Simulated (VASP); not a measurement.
# Mo (Im-3m) in VASP: a series of runs

Runs on Mo. Level: PBE. Tasks: single point.

Program: VASP 6.6.1. These are calculated values, not measurements. Logs are shortened: lines on timing, memory, paths and dates and some standing lists are left out, and cuts for length are marked.

**1. The cell of the first run**

It takes space group Im-3m (No. 229, cubic). The conventional cell has a = 3.168 Å, b = 3.168 Å, c = 3.168 Å, α = 90.00°, β = 90.00°, γ = 90.00°. Within 3.6 Å of Mo (site symmetry m-3m) lie 14 Mo at 2.74 to 3.17 Å.

**2. Single point, PBE**

The input, INCAR:

```
ALGO = Fast
EDIFF = 1E-6
ENCUT = 520
GGA = PE
ISIF = 2
ISMEAR = -1
LASPH = T
LCHARG = F
LREAL = F
LWAVE = F
NBANDS = 13
NELM = 100
PREC = Accurate
SIGMA = 0.05
```

The input, KPOINTS:

```
k-points
0
Gamma
  12 12 12
```

The input, POSCAR:

```
Mo
1.0
   -1.5838089719      1.5838089719      1.5838089719
    1.5838089719     -1.5838089719      1.5838089719
    1.5838089719      1.5838089719     -1.5838089719
Mo
1
Direct
    0.0000000000      0.0000000000      0.0000000000
```

Potentials or basis: VASP PAW PBE potentials, release 64 (Mo_sv).

Launch:

```
$ cat potpaw_PBE.64/Mo_sv/POTCAR > POTCAR
$ mpirun -np 1 vasp_std > vasp.out
```

OUTCAR:

```text
EDIFF = 1E-6
   ENCUT = 520
   GGA = PE
   ISIF = 2
   ISMEAR = -1
   LASPH = T
   LREAL = F
   NELM = 100
   PREC = Accurate

 ion  position               nearest neighbor table
   1  0.000  0.000  0.000-

  LATTYP: Found a body centered cubic cell.
 ALAT       =     3.1676179438

  Lattice vectors:

 A1 = (  -1.5838089719,   1.5838089719,   1.5838089719)
 A2 = (   1.5838089719,  -1.5838089719,   1.5838089719)
 A3 = (   1.5838089719,   1.5838089719,  -1.5838089719)

Analysis of symmetry for initial positions (statically):
=====================================================================
 Subroutine PRICEL returns:
 Original cell was already a primitive cell.

 Routine SETGRP: Setting up the symmetry group for a
 body centered cubic supercell.

 Subroutine GETGRP returns: Found 48 space group operations
 (whereof 48 operations were pure point group operations)
 out of a pool of 48 trial point group operations.

The static configuration has the point symmetry O_h .

Analysis of symmetry for dynamics (positions and initial velocities):
=====================================================================
 Subroutine PRICEL returns:
 Original cell was already a primitive cell.

 Routine SETGRP: Setting up the symmetry group for a
 body centered cubic supercell.

 Subroutine GETGRP returns: Found 48 space group operations
 (whereof 48 operations were pure point group operations)
 out of a pool of 48 trial point group operations.

The dynamic configuration has the point symmetry O_h .

 Subroutine INISYM returns: Found 48 space group operations
 (whereof 48 operations are pure point group operations),
 and found     1 'primitive' translations

----------------------------------------------------------------------------------------

                                     Primitive cell

  volume of cell :      15.8916

  direct lattice vectors                    reciprocal lattice vectors
    -1.583808972  1.583808972  1.583808972     0.000000000  0.315694638  0.315694638
     1.583808972 -1.583808972  1.583808972     0.315694638  0.000000000  0.315694638
     1.583808972  1.583808972 -1.583808972     0.315694638  0.315694638  0.000000000

  length of vectors
     2.743237609  2.743237609  2.743237609     0.446459639  0.446459639  0.446459639

  position of ions in fractional coordinates (direct lattice)
     0.000000000  0.000000000  0.000000000

  ion indices of the primitive-cell ions
   primitive index   ion index
                 1           1

----------------------------------------------------------------------------------------

 KPOINTS: k-points

Automatic generation of k-mesh.
 Grid dimensions read from file:
 generate k-points for:   12   12   12

 Generating k-lattice:

  Cartesian coordinates                     Fractional coordinates (reciprocal lattice)
     0.000000000  0.026307886  0.026307886     0.083333333  0.000000000  0.000000000
     0.026307886  0.000000000  0.026307886     0.000000000  0.083333333  0.000000000
     0.026307886  0.026307886  0.000000000     0.000000000  0.000000000  0.083333333

  Length of vectors
     0.037204970  0.037204970  0.037204970

  Shift w.r.t. Gamma in fractional coordinates (k-lattice)
     0.000000000  0.000000000  0.000000000

 Subroutine IBZKPT returns following result:
 ===========================================

 Found     72 irreducible k-points:

 Following reciprocal coordinates:
            Coordinates               Weight
  0.000000  0.000000  0.000000      1.000000
  0.083333  0.000000  0.000000     12.000000
  0.166667  0.000000  0.000000     12.000000
  0.250000  0.000000  0.000000     12.000000
  0.333333  0.000000  0.000000     12.000000
  0.416667  0.000000  0.000000     12.000000
[... 16 lines left out ...]
  0.333333  0.083333  0.083333     24.000000
  0.416667  0.083333  0.083333     12.000000
 [... further k-points ...]
   k-points           NKPTS =     72   k-points in BZ     NKDIM =     72   number of bands    NBANDS=     13
   number of dos      NEDOS =    301   number of ions     NIONS =      1
   total plane-waves  NPLWV =   8000
   dimension x,y,z NGX =    20 NGY =   20 NGZ =   20
   dimension x,y,z NGXF=    40 NGYF=   40 NGZF=   40
   ions per type =               1
   NGX,Y,Z   is equivalent  to a cutoff of  12.12, 12.12, 12.12 a.u.
   NGXF,Y,Z  is equivalent  to a cutoff of  24.24, 24.24, 24.24 a.u.
 SYSTEM =  unknown system
   PREC   = accura    normal or accurate (medium, high low for compatibility)
   ISTART =      0    job   : 0-new  1-cont  2-samecut
   ICHARG =      2    charge: 1-file 2-atom 10-const
   ISPIN  =      1    spin polarized calculation?
   LNONCOLLINEAR =      F non collinear calculations
   LSORBIT =      F    spin-orbit coupling
   LASPH  =      T    aspherical Exc in radial PAW
   ENCUT  =  520.0 eV  38.22 Ry    6.18 a.u.   5.10  5.10  5.10*2*pi/ulx,y,z
   NELM   =    100;   NELMIN=  2; NELMDL= -5     # of ELM steps
   EDIFF  = 0.1E-05   stopping-criterion for ELM
   LREAL  =      F    real-space projection
   EDIFFG = 0.1E-04   stopping-criterion for IOM
   NSW    =      0    number of steps for IOM
   IBRION =     -1    ionic relax: 0-MD 1-quasi-New 2-CG
   NFREE  =      0    steps in history (QN), initial steepest desc. (CG)
   ISIF   =      2    stress and relaxation
   ISYM   =      2    0-nonsym 1-usesym 2-fastsym
   POTIM  = 0.5000    time-step for ionic-motion
   TEBEG  =    0.0;   TEEND  =   0.0 temperature during run
   PSTRESS=    0.0 pullay stress
   NELECT =      14.0000    total number of electrons
   NUPDOWN=      -1.0000    fix difference up-down
   EMIN   =  10.00;   EMAX   =-10.00  energy-range for DOS
   EFERMI =   0.00;   METHOD = LEGACY
   ISMEAR =    -1;   SIGMA  =   0.05  broadening in eV -4-tet -1-fermi 0-gaus
   EFERMI_NEDOS =   21; number of points for ismear=-14 and -15
   IALGO  =     68    algorithm
   IMIX   =      4    mixing-type and parameters
     AMIX     =   0.40;   BMIX     =  1.00
     AMIX_MAG =   1.60;   BMIX_MAG =  1.00
  volume/ion in A,a.u.               =      15.89       107.24
  Fermi-wavevector in a.u.,A,eV,Ry     =   1.569380  2.965698 33.510508  2.462953
  Thomas-Fermi vector in A             =   2.671271
   LORBIT       =      0    0 simple, 1 ext, 2 COOP (PROOUT), +10 PAW based schemes
   GGA     = PE    functional components
   LHFCALC =     F    Hartree Fock is set to
   AEXX    =    0.0000 exact exchange contribution
   IVDW    =     0    specifies the selected vdW correction
   LEPSILON=     F    determine dielectric tensor
   LRPA    =     F    only Hartree local field effects (RPA)
 non-spin polarized calculation
 RMM-DIIS sequential band-by-band and
  energy-cutoff  :      520.00
  volume of cell :       15.89
 maximum number of plane-waves:       442
   NGX = 11   NGY = 11   NGZ = 11

 number of electron      14.0000005 magnetization

 Free energy of the ion-electron system (eV)
  ---------------------------------------------------
  ext. energy  EPLUGINS =         0.00000000
  ---------------------------------------------------
  free energy    TOTEN  =       -10.95121479 eV

  energy without entropy =      -10.94865283  energy(sigma->0) =      -10.94993381

 E-fermi :  12.2857     XC(G=0): -13.2973

 val. band max:       12.2753781613   @ k =   0.5000   0.5000   0.0833
 cond. band min:      12.3344086486   @ k =  -0.3333   0.3333   0.2500
 fundamental gap:      0.0590304873
 Fermi energy:        12.2856728502

 k-point     1 :       0.0000    0.0000    0.0000
  band No.  band energies     occupation
      1     -48.9482      2.00000
      2     -22.2514      2.00000
      3     -22.2514      2.00000
      4     -22.2514      2.00000
      5       5.1490      2.00000
      6      10.9986      2.00000
      7      10.9986      2.00000
      8      10.9986      2.00000
      9      13.9628      0.00000
     10      13.9628      0.00000
     11      27.1362      0.00000
     12      27.1362      0.00000
     13      27.1362      0.00000

 k-point     2 :       0.0833    0.0000    0.0000
  band No.  band energies     occupation
      1     -48.9320      2.00000
      2     -22.3464      2.00000
      3     -22.2808      2.00000
      4     -22.2521      2.00000
      5       5.4477      2.00000
      6      10.8325      2.00000
      7      10.9674      2.00000
      8      11.2797      2.00000
      9      13.7322      0.00000
     10      13.9685      0.00000
     11      27.3482      0.00000
     12      27.6410      0.00000
     13      27.6922      0.00000

 k-point     3 :       0.1667    0.0000    0.0000
  band No.  band energies     occupation
      1     -48.8873      2.00000
      2     -22.6009      2.00000
      3     -22.3605      2.00000
      4     -22.2539      2.00000
      5       6.2389      2.00000
      6      10.4101      2.00000
      7      10.8211      2.00000
      8      12.0964      1.95562
      9      13.4066      0.00000
     10      14.0076      0.00000
     11      27.6345      0.00000
     12      28.6656      0.00000
     13      29.0661      0.00000
[... 305 lines left out ...]
 k-point    23 :       0.3333    0.0833    0.0833
  band No.  band energies     occupation
      1     -48.7107      2.00000
      2     -23.4353      2.00000
      3     -22.6967      2.00000
      4     -22.3479      2.00000
      5       7.7818      2.00000
      6       9.0840      2.00000
      7      11.9421      1.99793
      8      14.0738      0.00000
      9      14.5485      0.00000
     10      17.8591      0.00000
     11      24.1469      0.00000
     12      25.1730      0.00000
     13      28.6685      0.00000

 k-point    24 :       0.4167    0.0833    0.0833
  band No.  band energies     occupation
      1     -48.6957      2.00000
      2     -23.4931      2.00000
      3     -22.7389      2.00000
      4     -22.3507      2.00000
      5       7.6695      2.00000
      6       8.9979      2.00000
      7      12.6196      0.00251
      8      14.1426      0.00000
      9      14.6273      0.00000
     10      18.5627      0.00000
     11      23.1690      0.00000
     12      24.7769      0.00000
     13      28.1435      0.00000

 [... further k-points ...]

------------------------ aborting loop because EDIFF is reached ----------------------------------------

  FORCE on cell =-STRESS in cart. coord.  units (eV):
  Direction    XX          YY          ZZ          XY          YZ          ZX
  --------------------------------------------------------------------------------------
  -------------------------------------------------------------------------------------
  Total       -0.1337649     -0.1337649     -0.1337649      0.0000000      0.0000000     -0.0000000
  in kB      -13.4860357    -13.4860357    -13.4860357      0.0000000      0.0000000     -0.0000000
  external PRESSURE =     -13.4860357 kB  Pullay stress =       0.0000000 kB

 VOLUME and BASIS-vectors are now :
 -----------------------------------------------------------------------------
  energy-cutoff  :      520.00
  volume of cell :       15.89
      direct lattice vectors                 reciprocal lattice vectors
    -1.583808972  1.583808972  1.583808972     0.000000000  0.315694638  0.315694638
     1.583808972 -1.583808972  1.583808972     0.315694638  0.000000000  0.315694638
     1.583808972  1.583808972 -1.583808972     0.315694638  0.315694638  0.000000000

 POSITION                                       TOTAL-FORCE (eV/Angst)
 -----------------------------------------------------------------------------------
      0.00000      0.00000      0.00000        -0.000000      0.000000      0.000000
 -----------------------------------------------------------------------------------
    total drift:                                0.000000      0.000000      0.000000

  FREE ENERGIE OF THE ION-ELECTRON SYSTEM (eV)
  ---------------------------------------------------
  free  energy   TOTEN  =       -10.9512147946 eV

  energy  without entropy=      -10.9486528290  energy(sigma->0) =      -10.94993381
```

It took 6.7 s on 1 thread of Intel Xeon Platinum 8559C (Emerald Rapids), shared host; peak memory 0.12 GiB.

What came out:

- Free energy: -10.9512 eV
- Pressure: -1.3 GPa
- Band gap on the k mesh: zero (band 7 reaches 16.22 eV, above the bottom of band 8 at 11.00 eV)

(Part 1 of 2 ends here.)
